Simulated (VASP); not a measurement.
# GeB2C3 (P6/mmm) in VASP: relaxation of cell and atoms with PBE

Aim: the relaxation of cell and atoms of GeB2C3 with PBE.

All numbers are computed with VASP 6.6.1; they aren't measurements. Logs are shortened: lines on timing, memory, paths and dates and some standing lists are left out, and cuts for length are marked.

## (1) The cell of the first run

Symmetry: P6/mmm, No. 191, hexagonal system. The conventional cell has a = 3.772 Å, b = 3.772 Å, c = 3.790 Å, α = 90.00°, β = 90.00°, γ = 120.00°. Ge (site symmetry 6/mmm) has 8 C at 1.89 to 2.18 Å within 2.5 Å. Within 2.5 Å of B (site symmetry -6m2) lie 5 C at 1.89 to 2.18 Å and 3 B at 2.18 Å. C (site symmetry 6/mmm) has 2 Ge at 1.89 Å and 6 B at 2.18 Å within 2.5 Å. Within 2.5 Å of C (site symmetry -6m2) lie 2 B at 1.89 Å and 3 C at 2.18 Å and 3 Ge at 2.18 Å.

The cell was built from a structure type or drawn by symmetry, and may not be a known phase.

## (2) Relaxation of cell and atoms, PBE

File INCAR:

```
  ALGO = Normal
  EDIFF = 1E-7
  EDIFFG = -0.01
  ENCUT = 600
  GGA = PE
  IBRION = 2
  ISIF = 3
  ISMEAR = 0
  LASPH = T
  LCHARG = F
  LREAL = F
  LWAVE = F
  NELM = 100
  NSW = 100
  PREC = Accurate
  SIGMA = 0.1
```

File KPOINTS:

```
k-points
0
Gamma
  12 12 10
```

File POSCAR:

```
GeB2C3
1.0
    3.7721907549      0.0000000000      0.0000000000
   -1.8860953774      3.2668130216      0.0000000000
    0.0000000000      0.0000000000      3.7899582536
Ge B C
1 2 3
Direct
    0.0000000000      0.0000000000      0.0000000000
    0.3333333333      0.6666666667      0.5000000000
    0.6666666667      0.3333333333      0.5000000000
    0.0000000000      0.0000000000      0.5000000000
    0.3333333333      0.6666666667      0.0000000000
    0.6666666667      0.3333333333      0.0000000000
```

Potentials or basis: VASP PAW PBE potentials, release 64 (Ge_d, B, C).

Launch:

```bash
> cat potpaw_PBE.64/Ge_d/POTCAR potpaw_PBE.64/B/POTCAR potpaw_PBE.64/C/POTCAR > POTCAR
> mpirun -np 1 vasp_std > vasp.out
```

OUTCAR:

```text
EDIFF = 1E-7
   EDIFFG = -0.01
   ENCUT = 600
   GGA = PE
   IBRION = 2
   ISIF = 3
   ISMEAR = 0
   LASPH = T
   LREAL = F
   NELM = 100
   NSW = 100
   PREC = Accurate

 ion  position               nearest neighbor table
   1  0.000  0.000  0.000-   4 1.89   4 1.89   6 2.18   5 2.18   5 2.18   6 2.18   6 2.18   5 2.18

   2  0.333  0.667  0.500-   5 1.89   5 1.89
   3  0.667  0.333  0.500-   6 1.89   6 1.89
   4  0.000  0.000  0.500-   1 1.89   1 1.89
   5  0.333  0.667  0.000-   2 1.89   2 1.89   1 2.18   1 2.18   1 2.18
   6  0.667  0.333  0.000-   3 1.89   3 1.89   1 2.18   1 2.18   1 2.18

  LATTYP: Found a hexagonal cell.
 ALAT       =     3.7721907549
 C/A-ratio  =     1.0047101273

  Lattice vectors:

 A1 = (   3.7721907549,   0.0000000000,   0.0000000000)
 A2 = (  -1.8860953774,   3.2668130216,   0.0000000000)
 A3 = (   0.0000000000,   0.0000000000,   3.7899582536)

Analysis of symmetry for initial positions (statically):
=====================================================================
 Subroutine PRICEL returns:
 Original cell was already a primitive cell.

 Routine SETGRP: Setting up the symmetry group for a
 hexagonal supercell.

 Subroutine GETGRP returns: Found 24 space group operations
 (whereof 24 operations were pure point group operations)
 out of a pool of 24 trial point group operations.

The static configuration has the point symmetry D_6h.

Analysis of symmetry for dynamics (positions and initial velocities):
=====================================================================
 Subroutine PRICEL returns:
 Original cell was already a primitive cell.

 Routine SETGRP: Setting up the symmetry group for a
 hexagonal supercell.

 Subroutine GETGRP returns: Found 24 space group operations
 (whereof 24 operations were pure point group operations)
 out of a pool of 24 trial point group operations.

The dynamic configuration has the point symmetry D_6h.

 Subroutine INISYM returns: Found 24 space group operations
 (whereof 24 operations are pure point group operations),
 and found     1 'primitive' translations

----------------------------------------------------------------------------------------

                                     Primitive cell

  volume of cell :      46.7038

  direct lattice vectors                    reciprocal lattice vectors
     3.772190755  0.000000000  0.000000000     0.265097940  0.153054367  0.000000000
    -1.886095377  3.266813022  0.000000000     0.000000000  0.306108735  0.000000000
     0.000000000  0.000000000  3.789958254     0.000000000  0.000000000  0.263855149

  length of vectors
     3.772190755  3.772190755  3.789958254     0.306108735  0.306108735  0.263855149

  position of ions in fractional coordinates (direct lattice)
     0.000000000  0.000000000  0.000000000
     0.333333333  0.666666667  0.500000000
     0.666666667  0.333333333  0.500000000
     0.000000000  0.000000000  0.500000000
     0.333333333  0.666666667  0.000000000
     0.666666667  0.333333333  0.000000000

  ion indices of the primitive-cell ions
   primitive index   ion index
                 1           1
                 2           2
                 3           3
                 4           4
                 5           5
                 6           6

----------------------------------------------------------------------------------------

 KPOINTS: k-points

Automatic generation of k-mesh.
 Grid dimensions read from file:
 generate k-points for:   12   12   10

 Generating k-lattice:

  Cartesian coordinates                     Fractional coordinates (reciprocal lattice)
     0.022091495  0.012754531  0.000000000     0.083333333  0.000000000  0.000000000
     0.000000000  0.025509061  0.000000000     0.000000000  0.083333333  0.000000000
     0.000000000  0.000000000  0.026385515     0.000000000  0.000000000  0.100000000

  Length of vectors
     0.025509061  0.025509061  0.026385515

  Shift w.r.t. Gamma in fractional coordinates (k-lattice)
     0.000000000  0.000000000  0.000000000

 Subroutine IBZKPT returns following result:
 ===========================================

 Found    114 irreducible k-points:

 Following reciprocal coordinates:
            Coordinates               Weight
  0.000000  0.000000  0.000000      1.000000
  0.083333 -0.000000  0.000000      6.000000
  0.166667 -0.000000  0.000000      6.000000
  0.250000  0.000000  0.000000      6.000000
  0.333333 -0.000000  0.000000      6.000000
  0.416667 -0.000000  0.000000      6.000000
[... 16 lines left out ...]
  0.250000  0.000000  0.100000     12.000000
  0.333333 -0.000000  0.100000     12.000000
 [... further k-points ...]
   k-points           NKPTS =    114   k-points in BZ     NKDIM =    114   number of bands    NBANDS=     20
   number of dos      NEDOS =    301   number of ions     NIONS =      6
   total plane-waves  NPLWV =  27000
   dimension x,y,z NGX =    30 NGY =   30 NGZ =   30
   dimension x,y,z NGXF=    60 NGYF=   60 NGZF=   60
   ions per type =               1   2   3
   NGX,Y,Z   is equivalent  to a cutoff of  13.22, 13.22, 13.16 a.u.
   NGXF,Y,Z  is equivalent  to a cutoff of  26.44, 26.44, 26.32 a.u.
 SYSTEM =  unknown system
   PREC   = accura    normal or accurate (medium, high low for compatibility)
   ISTART =      0    job   : 0-new  1-cont  2-samecut
   ICHARG =      2    charge: 1-file 2-atom 10-const
   ISPIN  =      1    spin polarized calculation?
   LNONCOLLINEAR =      F non collinear calculations
   LSORBIT =      F    spin-orbit coupling
   LASPH  =      T    aspherical Exc in radial PAW
   ENCUT  =  600.0 eV  44.10 Ry    6.64 a.u.   7.53  7.53  7.57*2*pi/ulx,y,z
   NELM   =    100;   NELMIN=  2; NELMDL= -5     # of ELM steps
   EDIFF  = 0.1E-06   stopping-criterion for ELM
   LREAL  =      F    real-space projection
   EDIFFG = -.1E-01   stopping-criterion for IOM
   NSW    =    100    number of steps for IOM
   IBRION =      2    ionic relax: 0-MD 1-quasi-New 2-CG
   NFREE  =      1    steps in history (QN), initial steepest desc. (CG)
   ISIF   =      3    stress and relaxation
   ISYM   =      2    0-nonsym 1-usesym 2-fastsym
   POTIM  = 0.5000    time-step for ionic-motion
   TEBEG  =    0.0;   TEEND  =   0.0 temperature during run
   PSTRESS=    0.0 pullay stress
   NELECT =      32.0000    total number of electrons
   NUPDOWN=      -1.0000    fix difference up-down
   EMIN   =  10.00;   EMAX   =-10.00  energy-range for DOS
   EFERMI =   0.00;   METHOD = LEGACY
   ISMEAR =     0;   SIGMA  =   0.10  broadening in eV -4-tet -1-fermi 0-gaus
   EFERMI_NEDOS =   21; number of points for ismear=-14 and -15
   IALGO  =     38    algorithm
   IMIX   =      4    mixing-type and parameters
     AMIX     =   0.40;   BMIX     =  1.00
     AMIX_MAG =   1.60;   BMIX_MAG =  1.00
  volume/ion in A,a.u.               =       7.78        52.53
  Fermi-wavevector in a.u.,A,eV,Ry     =   1.443247  2.727342 28.340423  2.082962
  Thomas-Fermi vector in A             =   2.561676
   LORBIT       =      0    0 simple, 1 ext, 2 COOP (PROOUT), +10 PAW based schemes
   GGA     = PE    functional components
   LHFCALC =     F    Hartree Fock is set to
   AEXX    =    0.0000 exact exchange contribution
   IVDW    =     0    specifies the selected vdW correction
   LEPSILON=     F    determine dielectric tensor
   LRPA    =     F    only Hartree local field effects (RPA)
 conjugate gradient relaxation of ions
 non-spin polarized calculation
 Gauss-broadening in eV      SIGMA  =   0.10
  energy-cutoff  :      600.00
  volume of cell :       46.70
 maximum number of plane-waves:      1577
   NGX = 15   NGY = 15   NGZ = 15

--------------------------------------- Ionic step        1  -------------------------------------------

 number of electron      32.0000006 magnetization

 Free energy of the ion-electron system (eV)
  ---------------------------------------------------
  ext. energy  EPLUGINS =         0.00000000
  ---------------------------------------------------
  free energy    TOTEN  =       -33.32222686 eV

  energy without entropy =      -33.31761181  energy(sigma->0) =      -33.31991934

------------------------ aborting loop because EDIFF is reached ----------------------------------------

  FORCE on cell =-STRESS in cart. coord.  units (eV):
  Direction    XX          YY          ZZ          XY          YZ          ZX
  --------------------------------------------------------------------------------------
  -------------------------------------------------------------------------------------
  Total       -0.0896594     -0.0896594     -0.6308996     -0.0000000     -0.0000000      0.0000000
  in kB       -3.0757721     -3.0757721    -21.6430495     -0.0000000     -0.0000000      0.0000000
  external PRESSURE =      -9.2648646 kB  Pullay stress =       0.0000000 kB
[... 65 lines left out ...]
  energy  without entropy=      -33.3177902149  energy(sigma->0) =      -33.32020147

--------------------------------------- Ionic step        3  -------------------------------------------

 number of electron      32.0000006 magnetization

 Free energy of the ion-electron system (eV)
  ---------------------------------------------------
  ext. energy  EPLUGINS =         0.00000000
  ---------------------------------------------------
  free energy    TOTEN  =       -33.32316611 eV

  energy without entropy =      -33.31843556  energy(sigma->0) =      -33.32080084

 E-fermi :   8.6879     XC(G=0): -12.8697

 val. band max:        8.6756421521   @ k =   0.1667  -0.0000   0.5000
 cond. band min:       8.7081071730   @ k =   0.0833  -0.0000   0.0000
 fundamental gap:      0.0324650209
 Fermi energy:         8.6879228926

 k-point     1 :       0.0000    0.0000    0.0000
  band No.  band energies     occupation
      1     -16.0104      2.00000
      2     -16.0030      2.00000
      3     -16.0030      2.00000
      4     -15.8500      2.00000
      5     -15.8500      2.00000
      6      -9.2137      2.00000
[... 12 lines left out ...]
     19       9.6764      0.00000
[... 513 lines left out ...]
      4     -15.8584      2.00000
      5     -15.8523      2.00000
      6      -7.7791      2.00000
[... 12 lines left out ...]
     19      11.1837      0.00000
     20      13.1779      0.00000

 [... further k-points ...]

------------------------ aborting loop because EDIFF is reached ----------------------------------------

  FORCE on cell =-STRESS in cart. coord.  units (eV):
  Direction    XX          YY          ZZ          XY          YZ          ZX
  --------------------------------------------------------------------------------------
  -------------------------------------------------------------------------------------
  Total        0.0593431      0.0593431     -0.0161108      0.0000000     -0.0000000      0.0000000
  in kB        2.0432724      2.0432724     -0.5547198      0.0000000     -0.0000000      0.0000000
  external PRESSURE =       1.1772750 kB  Pullay stress =       0.0000000 kB
[... 21 lines left out ...]
  FREE ENERGIE OF THE ION-ELECTRON SYSTEM (eV)
  ---------------------------------------------------
  free  energy   TOTEN  =       -33.3231661084 eV

  energy  without entropy=      -33.3184355629  energy(sigma->0) =      -33.32080084

 reached required accuracy - stopping structural energy minimisation
```

Wall time 2.9 min (1 thread of Intel Xeon Platinum 8488C (Sapphire Rapids), shared host); peak memory 0.27 GiB.

What came out:

```
Free energy                           : -33.3232 eV
Relaxed volume                        : 7.76 Å³/atom
Relaxed cell                          : a = 3.771 Å, b = 3.771 Å, c = 3.779 Å, α = 90.00°, β = 90.00°, γ = 120.00°
Space group after relaxing (to 0.1 Å) : P6/mmm (No. 191)
Energy gained by relaxing             : 0.2 meV/atom
Ionic steps                           : 3
Pressure after relaxing               : 0.1 GPa
```

Stress tensor (GPa, compression positive):
```
 0.20  0.00  0.00
 0.00  0.20  0.00
 0.00  0.00 -0.06
```

Step by step:
```
step  energy change (eV)  largest force (eV/Å)  pressure (GPa)  volume (Å³)
   1              0.0000                0.0000           -0.93        46.70
   2             -0.0004                0.0000            0.88        46.40
   3             -0.0009                0.0000            0.12        46.53
```

Final structure:
```
CELL_PARAMETERS angstrom
3.77066 0.00000 0.00000
-1.88533 3.26548 0.00000
0.00000 0.00000 3.77911
ATOMIC_POSITIONS crystal
Ge 0.00000 0.00000 0.00000
B 0.33333 0.66667 0.50000
B 0.66667 0.33333 0.50000
C 0.00000 0.00000 0.50000
C 0.33333 0.66667 0.00000
C 0.66667 0.33333 0.00000
```

Caveat: the highest band is partly filled, so the run has too few bands.
